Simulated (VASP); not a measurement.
# Ir (P6_3/mmc) in VASP: notebook

The runs below take Ir through single point, relaxation of cell and atoms, with PBEsol.

All numbers are computed with VASP 6.6.1; they aren't measurements. Logs are shortened: lines on timing, memory, paths and dates and some standing lists are left out, and cuts for length are marked.

### 1 The cell of the first run

The structure is hexagonal, space group P6_3/mmc (No. 194). Conventional cell: a = 2.719 Å, b = 2.719 Å, c = 4.407 Å, α = 90.00°, β = 90.00°, γ = 120.00°. Ir (site symmetry -6m2) has 12 Ir at 2.71 to 2.72 Å within 3.6 Å.

This isn't the form of Ir at room conditions, which is fcc.

### 2 Single point, PBEsol

INCAR

```
PREC = Accurate ; ENCUT = 520
EDIFF = 1E-7 ; ISMEAR = 0
SIGMA = 0.05 ; LREAL = F
LASPH = T ; NELM = 80
ALGO = Normal ; ISIF = 2
LWAVE = F ; LCHARG = F
GGA = PS ; NBANDS = 16
```

KPOINTS

```
Automatic mesh
0
Gamma
  18 18 10
```

POSCAR

```
Ir
1.0
    2.7190594616      0.0000000029      0.0000000000
   -1.3595297333      2.3547745668      0.0000000000
    0.0000000000      0.0000000000      4.4070469107
Ir
2
Direct
    0.6666666667      0.3333333333      0.7500000000
    0.3333333333      0.6666666667      0.2500000000
```

Potentials or basis: VASP PAW PBE potentials, release 64 (Ir).

On the command line:

```
$ cat potpaw_PBE.64/Ir/POTCAR > POTCAR
$ mpirun -np 1 vasp_std > vasp.out
```

OUTCAR:

```text
PREC = Accurate
   ENCUT = 520
   EDIFF = 1E-7
   ISMEAR = 0
   LREAL = F
   LASPH = T
   NELM = 80
   ISIF = 2
   GGA = PS

 ion  position               nearest neighbor table
   1  0.667  0.333  0.750-   2 2.71   2 2.71   2 2.71   2 2.71   2 2.71   2 2.71
   2  0.333  0.667  0.250-   1 2.71   1 2.71   1 2.71   1 2.71   1 2.71   1 2.71

  LATTYP: Found a hexagonal cell.
 ALAT       =     2.7190594616
 C/A-ratio  =     1.6207982845

  Lattice vectors:

 A1 = (   2.7190594616,   0.0000000029,   0.0000000000)
 A2 = (  -1.3595297333,   2.3547745668,   0.0000000000)
 A3 = (   0.0000000000,   0.0000000000,   4.4070469107)

Analysis of symmetry for initial positions (statically):
=====================================================================
 Subroutine PRICEL returns:
 Original cell was already a primitive cell.

 Routine SETGRP: Setting up the symmetry group for a
 hexagonal supercell.

 Subroutine GETGRP returns: Found 24 space group operations
 (whereof 12 operations were pure point group operations)
 out of a pool of 24 trial point group operations.

The static configuration has the point symmetry D_3d.
 The point group associated with its full space group is D_6h.

Analysis of symmetry for dynamics (positions and initial velocities):
=====================================================================
 Subroutine PRICEL returns:
 Original cell was already a primitive cell.

 Routine SETGRP: Setting up the symmetry group for a
 hexagonal supercell.

 Subroutine GETGRP returns: Found 24 space group operations
 (whereof 12 operations were pure point group operations)
 out of a pool of 24 trial point group operations.

The dynamic configuration has the point symmetry D_3d.
 The point group associated with its full space group is D_6h.

 Subroutine INISYM returns: Found 24 space group operations
 (whereof 12 operations are pure point group operations),
 and found     1 'primitive' translations

----------------------------------------------------------------------------------------

                                     Primitive cell

  volume of cell :      28.2173

  direct lattice vectors                    reciprocal lattice vectors
     2.719059462  0.000000003  0.000000000     0.367774230  0.212334551  0.000000000
    -1.359529733  2.354774567  0.000000000    -0.000000000  0.424669101  0.000000000
     0.000000000  0.000000000  4.407046911     0.000000000  0.000000000  0.226909316

  length of vectors
     2.719059462  2.719059462  4.407046911     0.424669101  0.424669101  0.226909316

  position of ions in fractional coordinates (direct lattice)
     0.666666667  0.333333333  0.750000000
     0.333333333  0.666666667  0.250000000

  ion indices of the primitive-cell ions
   primitive index   ion index
                 1           1
                 2           2

----------------------------------------------------------------------------------------

 KPOINTS: Automatic mesh

Automatic generation of k-mesh.
 Grid dimensions read from file:
 generate k-points for:   18   18   10

 Generating k-lattice:

  Cartesian coordinates                     Fractional coordinates (reciprocal lattice)
     0.020431902  0.011796364  0.000000000     0.055555556 -0.000000000  0.000000000
    -0.000000000  0.023592728  0.000000000     0.000000000  0.055555556  0.000000000
     0.000000000  0.000000000  0.022690932     0.000000000  0.000000000  0.100000000

  Length of vectors
     0.023592728  0.023592728  0.022690932

  Shift w.r.t. Gamma in fractional coordinates (k-lattice)
     0.000000000  0.000000000  0.000000000

 Subroutine IBZKPT returns following result:
 ===========================================

 Found    222 irreducible k-points:

 Following reciprocal coordinates:
            Coordinates               Weight
  0.000000  0.000000  0.000000      1.000000
  0.055556  0.000000  0.000000      6.000000
  0.111111  0.000000  0.000000      6.000000
  0.166667 -0.000000  0.000000      6.000000
  0.222222 -0.000000  0.000000      6.000000
  0.277778  0.000000  0.000000      6.000000
[... 16 lines left out ...]
  0.333333  0.111111  0.000000     12.000000
  0.388889  0.111111  0.000000     12.000000
 [... further k-points ...]
   k-points           NKPTS =    222   k-points in BZ     NKDIM =    222   number of bands    NBANDS=     16
   number of dos      NEDOS =    301   number of ions     NIONS =      2
   total plane-waves  NPLWV =  14400
   dimension x,y,z NGX =    20 NGY =   20 NGZ =   36
   dimension x,y,z NGXF=    40 NGYF=   40 NGZF=   72
   ions per type =               2
   NGX,Y,Z   is equivalent  to a cutoff of  12.23, 12.23, 13.58 a.u.
   NGXF,Y,Z  is equivalent  to a cutoff of  24.46, 24.46, 27.16 a.u.
 SYSTEM =  unknown system
   PREC   = accura    normal or accurate (medium, high low for compatibility)
   ISTART =      0    job   : 0-new  1-cont  2-samecut
   ICHARG =      2    charge: 1-file 2-atom 10-const
   ISPIN  =      1    spin polarized calculation?
   LNONCOLLINEAR =      F non collinear calculations
   LSORBIT =      F    spin-orbit coupling
   LASPH  =      T    aspherical Exc in radial PAW
   ENCUT  =  520.0 eV  38.22 Ry    6.18 a.u.   5.06  5.06  8.19*2*pi/ulx,y,z
   NELM   =     80;   NELMIN=  2; NELMDL= -5     # of ELM steps
   EDIFF  = 0.1E-06   stopping-criterion for ELM
   LREAL  =      F    real-space projection
   EDIFFG = 0.1E-05   stopping-criterion for IOM
   NSW    =      0    number of steps for IOM
   IBRION =     -1    ionic relax: 0-MD 1-quasi-New 2-CG
   NFREE  =      0    steps in history (QN), initial steepest desc. (CG)
   ISIF   =      2    stress and relaxation
   ISYM   =      2    0-nonsym 1-usesym 2-fastsym
   POTIM  = 0.5000    time-step for ionic-motion
   TEBEG  =    0.0;   TEEND  =   0.0 temperature during run
   PSTRESS=    0.0 pullay stress
   NELECT =      18.0000    total number of electrons
   NUPDOWN=      -1.0000    fix difference up-down
   EMIN   =  10.00;   EMAX   =-10.00  energy-range for DOS
   EFERMI =   0.00;   METHOD = LEGACY
   ISMEAR =     0;   SIGMA  =   0.05  broadening in eV -4-tet -1-fermi 0-gaus
   EFERMI_NEDOS =   21; number of points for ismear=-14 and -15
   IALGO  =     38    algorithm
   IMIX   =      4    mixing-type and parameters
     AMIX     =   0.40;   BMIX     =  1.00
     AMIX_MAG =   1.60;   BMIX_MAG =  1.00
  volume/ion in A,a.u.               =      14.11        95.21
  Fermi-wavevector in a.u.,A,eV,Ry     =   1.409269  2.663131 27.021685  1.986038
  Thomas-Fermi vector in A             =   2.531342
   LORBIT       =      0    0 simple, 1 ext, 2 COOP (PROOUT), +10 PAW based schemes
   GGA     = PS    functional components
   LHFCALC =     F    Hartree Fock is set to
   AEXX    =    0.0000 exact exchange contribution
   IVDW    =     0    specifies the selected vdW correction
   LEPSILON=     F    determine dielectric tensor
   LRPA    =     F    only Hartree local field effects (RPA)
 non-spin polarized calculation
 Gauss-broadening in eV      SIGMA  =   0.05
  energy-cutoff  :      520.00
  volume of cell :       28.22
 maximum number of plane-waves:       780
   NGX = 11   NGY = 11   NGZ = 17

 number of electron      18.0000000 magnetization

 Free energy of the ion-electron system (eV)
  ---------------------------------------------------
  ext. energy  EPLUGINS =         0.00000000
  ---------------------------------------------------
  free energy    TOTEN  =       -19.48846692 eV

  energy without entropy =      -19.48603215  energy(sigma->0) =      -19.48724953

 E-fermi :  10.4235     XC(G=0): -14.1171

 val. band max:       10.4206298937   @ k =   0.3333   0.3333   0.1000
 cond. band min:      10.4248310203   @ k =   0.3889  -0.0000   0.0000
 fundamental gap:      0.0042011267
 Fermi energy:        10.4235344018

 k-point     1 :       0.0000    0.0000    0.0000
  band No.  band energies     occupation
      1      -0.9269      2.00000
      2       2.1451      2.00000
      3       6.4294      2.00000
      4       6.5279      2.00000
      5       6.5279      2.00000
      6       7.1973      2.00000
[... 8 lines left out ...]
     15      26.8288      0.00000
     16      27.9065      0.00000

 k-point     2 :       0.0556    0.0000    0.0000
  band No.  band energies     occupation
      1      -0.8050      2.00000
      2       2.2545      2.00000
      3       6.1885      2.00000
      4       6.6308      2.00000
      5       6.7419      2.00000
      6       7.1286      2.00000
[... 8 lines left out ...]
     15      26.9914      0.00000
     16      28.1050      0.00000

 k-point     3 :       0.1111    0.0000    0.0000
  band No.  band energies     occupation
      1      -0.4490      2.00000
      2       2.5618      2.00000
      3       5.8570      2.00000
      4       6.8785      2.00000
      5       6.9351      2.00000
      6       7.0989      2.00000
[... 8 lines left out ...]
     15      27.4218      0.00000
     16      28.5271      0.00000

 k-point     4 :       0.1667   -0.0000    0.0000
  band No.  band energies     occupation
      1       0.1100      2.00000
      2       2.9873      2.00000
      3       5.5336      2.00000
      4       6.3967      2.00000
      5       6.6434      2.00000
      6       7.4272      2.00000
[... 8 lines left out ...]
     15      27.6913      0.00000
     16      28.2354      0.00000
[... 324 lines left out ...]
 k-point    22 :       0.2778    0.1111    0.0000
  band No.  band energies     occupation
      1       2.5347      2.00000
      2       3.5692      2.00000
      3       4.1785      2.00000
      4       5.3849      2.00000
      5       6.2461      2.00000
      6       6.7369      2.00000
[... 8 lines left out ...]
     15      22.6104      0.00000
     16      25.4998      0.00000

 k-point    23 :       0.3333    0.1111    0.0000
  band No.  band energies     occupation
      1       2.9562      2.00000
      2       3.3459      2.00000
      3       3.7831      2.00000
      4       5.8333      2.00000
      5       6.1542      2.00000
      6       6.9891      2.00000
[... 8 lines left out ...]
     15      21.3443      0.00000
     16      24.9767      0.00000

 k-point    24 :       0.3889    0.1111    0.0000
  band No.  band energies     occupation
      1       3.1187      2.00000
      2       3.2124      2.00000
      3       3.5409      2.00000
      4       6.1236      2.00000
      5       6.2869      2.00000
      6       6.7945      2.00000
[... 8 lines left out ...]
     15      21.0274      0.00000
     16      23.7583      0.00000

 [... further k-points ...]

------------------------ aborting loop because EDIFF is reached ----------------------------------------

  FORCE on cell =-STRESS in cart. coord.  units (eV):
  Direction    XX          YY          ZZ          XY          YZ          ZX
  --------------------------------------------------------------------------------------
  -------------------------------------------------------------------------------------
  Total        0.1744664      0.1744664      0.1825808      0.0000000     -0.0000000      0.0000000
  in kB        9.9061904      9.9061904     10.3669231      0.0000000     -0.0000000      0.0000000
  external PRESSURE =      10.0597679 kB  Pullay stress =       0.0000000 kB

 VOLUME and BASIS-vectors are now :
 -----------------------------------------------------------------------------
  energy-cutoff  :      520.00
  volume of cell :       28.22
      direct lattice vectors                 reciprocal lattice vectors
     2.719059462  0.000000003  0.000000000     0.367774230  0.212334551  0.000000000
    -1.359529733  2.354774567  0.000000000    -0.000000000  0.424669101  0.000000000
     0.000000000  0.000000000  4.407046911     0.000000000  0.000000000  0.226909316

 POSITION                                       TOTAL-FORCE (eV/Angst)
 -----------------------------------------------------------------------------------
      1.35953      0.78492      3.30529        -0.000000     -0.000000      0.000000
     -0.00000      1.56985      1.10176         0.000000      0.000000      0.000000
 -----------------------------------------------------------------------------------
    total drift:                               -0.000000      0.000000     -0.000000

  FREE ENERGIE OF THE ION-ELECTRON SYSTEM (eV)
  ---------------------------------------------------
  free  energy   TOTEN  =       -19.4884669201 eV

  energy  without entropy=      -19.4860321497  energy(sigma->0) =      -19.48724953
```

Wall time 36 s (1 thread of AMD EPYC 9R45 (Zen 5), shared host); peak memory 0.18 GiB.

Results:

* Free energy: -19.4885 eV
* Pressure: 1.0 GPa
* Band gap on the k mesh: zero (bands 9 and 10 overlap by 3.38 eV)

Caveat: the PAW data sets were made with another functional, which shifts forces and pressure a little; spin-orbit coupling is left out, which moves the levels of the heavy elements.

### 3 Relaxation of cell and atoms, PBEsol

This run uses another cell than the first one, of 14.63 Å³/atom.

INCAR

```
SYSTEM = Ir
PREC = Accurate
ENCUT = 600
EDIFF = 1E-6
ISMEAR = 0
SIGMA = 0.05
LREAL = .False.
LASPH = .True.
NELM = 80
ALGO = Normal
ISIF = 3
LWAVE = .False.
LCHARG = .False.
GGA = PS
IBRION = 2
NSW = 60
EDIFFG = -0.03
```

KPOINTS

```
Automatic mesh
0
Gamma
  18 18 10
  0 0 0
```

POSCAR

```
Ir
1.0
    2.7513778900      0.0000000000      0.0000000000
   -1.3756889500      2.3827631500      0.0000000000
    0.0000000000      0.0000000000      4.4622900000
Ir
2
Direct
    0.6666666700      0.3333333300      0.7500000000
    0.3333333300      0.6666666700      0.2500000000
```

Potentials or basis: VASP PAW PBE potentials, release 64 (Ir).

On the command line:

```
$ cat potpaw_PBE.64/Ir/POTCAR > POTCAR
$ mpirun -np 1 vasp_std > vasp.out
```

Run time: 1.9 min. Hardware: 1 thread of AMD EPYC 9R45 (Zen 5), shared host; peak memory 0.21 GiB.

It converged, with:

```
Free energy                           : -19.4888 eV
Relaxed volume                        : 14.15 Å³/atom
Relaxed cell                          : a = 2.722 Å, b = 2.722 Å, c = 4.412 Å, α = 90.00°, β = 90.00°, γ = 120.00°
Space group after relaxing (to 0.1 Å) : P6_3/mmc (No. 194)
Energy gained by relaxing             : 18.3 meV/atom
Ionic steps                           : 4
Pressure after relaxing               : -0.1 GPa
Band gap on the k mesh                : zero (bands 9 and 10 overlap by 3.36 eV)
```

The path:
```tsv
step	energy change (eV)	largest force (eV/Å)	pressure (GPa)	volume (Å³)
1	0.0000	0.0000	-11.76	29.25
2	0.5826	0.0000	67.05	24.94
3	-0.0364	0.0000	-0.72	28.35
4	-0.0366	0.0000	-0.15	28.31
```

Final structure:
```
Ir
1.0
     2.72174    0.00000    0.00000
    -1.36087    2.35710    0.00000
     0.00000    0.00000    4.41226
Ir
2
Direct
  0.66667 0.33333 0.75000
  0.33333 0.66667 0.25000
```

Levels at points of the mesh, in eV from the Fermi level:
| k point | band 6 | band 7 | band 8 | band 9 | band 10 | band 11 | band 12 | band 13 |
| --- | --- | --- | --- | --- | --- | --- | --- | --- |
| (0.00, 0.00, 0.00) | -3.21 | -3.21 | -2.40 | -2.40 | -0.89 | 0.27 | 0.27 | 7.04 |
| (0.50, 0.00, 0.00) | -3.52 | -3.02 | 0.71 | 0.98 | 1.13 | 2.94 | 4.39 | 8.21 |
| (0.00, 0.00, 0.50) | -4.00 | -4.00 | -4.00 | -0.48 | -0.48 | -0.48 | -0.48 | 13.59 |
| (0.50, 0.00, 0.50) | -2.16 | -1.02 | -1.02 | 0.96 | 0.96 | 2.00 | 2.00 | 7.64 |

Caveat: the PAW data sets were made with another functional, which shifts forces and pressure a little; spin-orbit coupling is left out, which moves the levels of the heavy elements.
